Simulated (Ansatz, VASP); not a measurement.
## Au in VASP and in Ansatz

Contents of INCAR:

```
SYSTEM = Au
PREC = Accurate
ENCUT = 520
EDIFF = 1E-7
ISMEAR = 0
SIGMA = 0.05
LREAL = .False.
LASPH = .True.
NELM = 60
ALGO = Fast
ISIF = 2
LWAVE = .False.
LCHARG = .True.
GGA = CA
LELF = .True.
LVHAR = .True.
NBANDS = 18
```

Contents of KPOINTS:

```
regular mesh
0
Gamma
  12 12 8
  0 0 0
```

The input POSCAR:

```
Au
1.0
    2.8154890579      0.0000000000      0.0000000000
   -0.0129553469      2.8201795887      0.0000000000
   -1.1378916452     -1.1854109603      4.9240140333
Au
2
Direct
    0.3271380000      0.3340380000      0.7259450000
    0.6728620000      0.6659620000      0.2740550000
```

Input for Ansatz:

```yaml
crystal:
  lattice:
    - [2.8154890579, 0.0, 0.0]
    - [-0.0129553469, 2.8201795887, 0.0]
    - [-1.1378916452, -1.1854109603, 4.9240140333]
  atoms:
    - { symbol: Au, position: [0.327138, 0.334038, 0.725945] }
    - { symbol: Au, position: [0.672862, 0.665962, 0.274055] }
basis:
  ecutwfc: 420
  fft_grid_basis: typed
kpoints:
  mp_grid: { grid: [12, 12, 8] }
hamiltonian:
  xc: lda
  pseudopotentials: { kind: paw }
scf:
  occupations: { method: gaussian, width: 0.05 }
  n_extra_bands: 6
output:
  forces: true
  stress: false
  eigenvalues: true
  bader: false
  write_density: false
  volumetric_format: npy
  band_densities:
    - { e_range: [-0.25, 0.25] }
    - { e_range: [-1.2, 0.0] }
    - { e_range: [0.0, 1.2] }
    - { e_range: [-8.57, -5.7] }
    - { e_range: [-5.7, -2.85] }
  dos:
    e_range: [-30, 8]
    de: 0.02
    method: { smearing: { sigma: 0.03, scheme: gaussian } }
    projected: { site_lists: { Au: [Au] } }
checkpoint:
  read: start.run
  write: ck
  compress: false
  write_wavefunctions: false
  write_every: 100000
```

Alike in both runs: task single point; functional LDA; k mesh 12 × 12 × 8; occupations gaussian, width 0.05 eV; no spin polarisation.

|  | VASP | Ansatz |
| --- | --- | --- |
| version | VASP 6.6.1 | Ansatz 0.2.0 |
| potentials or method | VASP PAW LDA potentials, release 64 (Au), cutoff 520 eV | scalar-relativistic, plane waves, PAW |
| valence electrons in the cell | 22 | 38 |

Ansatz gave:

- gap on the k mesh at the Fermi level (eV): none
- rms of the force components (eV/Å): 0.083

Problem. What did VASP give for the same quantities?

Solution. gap on the k mesh at the Fermi level (eV): none; rms of the force components (eV/Å): 0.085.

LDA's correlation is that of Perdew and Zunger in VASP and of Perdew and Wang (1992) in Ansatz. Atom by atom the forces differ by 0.002 eV/Å (rms over components). A gap of «none» marks a metal or a gap that the smearing closes. VASP's potentials hold 22 valence electrons a cell and Ansatz's 38, so a difference there can come from the potentials and not from the codes.

Spin-orbit coupling is off throughout.
